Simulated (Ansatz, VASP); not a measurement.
# Ta: VASP beside Ansatz

The input POSCAR:

```
Ta
1.0
    2.9003720726      0.0000000000      0.0000000000
   -1.4501860363      2.5117958953      0.0000000000
    0.0000000000      0.0000000000      5.3470935900
Ta
2
Direct
    0.6666666667      0.3333333333      0.7500000000
    0.3333333333      0.6666666667      0.2500000000
```

Contents of INCAR.step1:

```
PREC     = Accurate       # precision mode
ENCUT    = 520            # plane-wave cutoff, eV
ISMEAR   = 0              # smearing method
SIGMA    = 0.15           # smearing width, eV
LREAL    = False          # projectors in reciprocal space
LASPH    = True           # aspherical terms in the spheres
NELM     = 100            # most SCF steps
NBANDS   = 18             # bands
GGA      = PE             # functional
ALGO     = Normal         # electronic algorithm
EDIFF    = 1E-4           # SCF threshold, eV
LWAVE    = True           # write WAVECAR
LCHARG   = False          # write CHGCAR
```

Contents of INCAR.step2:

```
PREC     = Accurate       # precision mode
ENCUT    = 520            # plane-wave cutoff, eV
EDIFF    = 1E-6           # SCF threshold, eV
ISMEAR   = 0              # smearing method
SIGMA    = 0.15           # smearing width, eV
LREAL    = False          # projectors in reciprocal space
LASPH    = True           # aspherical terms in the spheres
NELM     = 100            # most SCF steps
ALGO     = Normal         # electronic algorithm
ISIF     = 2              # what is computed and relaxed
LWAVE    = False          # write WAVECAR
LCHARG   = False          # write CHGCAR
METAGGA  = R2SCAN         # meta-GGA
LMIXTAU  = True         
NBANDS   = 18             # bands
ISTART   = 1
```

The input KPOINTS:

```
regular mesh
0
Gamma
  18 18 10
```

Input for Ansatz:

```yaml
crystal:
  lattice:
    - [2.9003720726, 0.0, 0.0]
    - [-1.4501860363, 2.5117958953, 0.0]
    - [0.0, 0.0, 5.34709359]
  atoms:
    - { symbol: Ta, position: [0.6666666667, 0.3333333333, 0.75] }
    - { symbol: Ta, position: [0.3333333333, 0.6666666667, 0.25] }
basis:
  ecutwfc: 500
kpoints:
  mp_grid: { grid: [18, 18, 10] }
hamiltonian:
  xc: r2scan
scf:
  occupations: { method: gaussian, width: 0.15 }
output:
  forces: true
  stress: true
  eigenvalues: true
```

Change from the starting cell: strain +0.0350 x Voigt [0, 0, 1, 0, 0, 0], atoms carried along.

Alike in both runs: task single point; functional r2SCAN; k mesh 18 × 18 × 10; occupations gaussian, width 0.15 eV; no spin polarisation.

```csv
,VASP,Ansatz
version,VASP 6.6.1,Ansatz 0.2.0
potentials or method,"VASP PAW PBE potentials, release 64 (Ta_pv), cutoff 520 eV","scalar-relativistic, plane waves, PAW"
valence electrons in the cell,22,26
```

Ansatz gave:

| Property | Result |
| --- | --- |
| gap on the k mesh at the Fermi level (eV) | none |
| pressure (GPa) | -8.7 |
| traceless stress, the component that is largest in VASP (GPa) | -4.56 |

Problem. Estimate VASP's values.

Solution. gap on the k mesh at the Fermi level (eV): none; pressure (GPa): -8.3; traceless stress, the component that is largest in VASP (GPa): -4.51.

VASP's potentials were made for PBE, not for r2SCAN. A gap of «none» marks a metal or a gap that the smearing closes. VASP's potentials hold 22 valence electrons a cell and Ansatz's 26, so a difference there can come from the potentials and not from the codes.

Neither program's run includes spin-orbit coupling.
